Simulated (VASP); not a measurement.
# SrO: single point with r2SCAN

The system is SrO.

```xyz
2
Lattice="0.0000 2.6309 2.6309 2.6309 0.0000 2.6309 2.6309 2.6309 0.0000" Properties=species:S:1:pos:R:3 pbc="T T T"
Sr    2.6309    2.6309    2.6309
O     0.0000    0.0000    0.0000
```

This cell differs from its parent crystal: volume scaled by 1.06.

```yaml
Program: VASP 6.6.1
Task: single point
Functional: r2SCAN
Potentials_or_basis: VASP PAW PBE potentials, release 64 (Sr_sv, O)
Cutoff: 520 eV
k_mesh: 8 × 8 × 8
Occupations: gaussian, width 0.02 eV
Spin: no spin polarisation
```

```
Pressure               : -4.4 GPa
Band gap on the k mesh : 3.77 eV, indirect (least direct gap 3.89 eV)
```

Levels at points of the mesh, in eV from the valence-band top:
```tsv
k point	band 4	band 5	band 6	band 7	band 8	band 9	band 10	band 11	band 12	band 13
(0.00, 0.00, 0.00)	-14.82	-14.82	0.00	0.00	0.00	4.16	6.61	6.61	6.61	8.78
(0.50, 0.00, 0.00)	-14.89	-13.83	-1.99	-1.00	-1.00	6.81	8.51	9.08	9.08	12.01
(0.50, 0.50, 0.00)	-15.11	-15.11	-0.53	-0.13	-0.13	3.77	8.00	10.46	10.48	11.15
```

Run time: 95 s on 1 thread of Intel(R) Xeon(R) Platinum 8259CL CPU @ 2.50GHz (Skylake/Cascade Lake), on a shared host, peak memory 0.17 GiB.

Caveat: the PAW data sets were made with another functional, which shifts forces and pressure a little. A k mesh can miss the band edges.
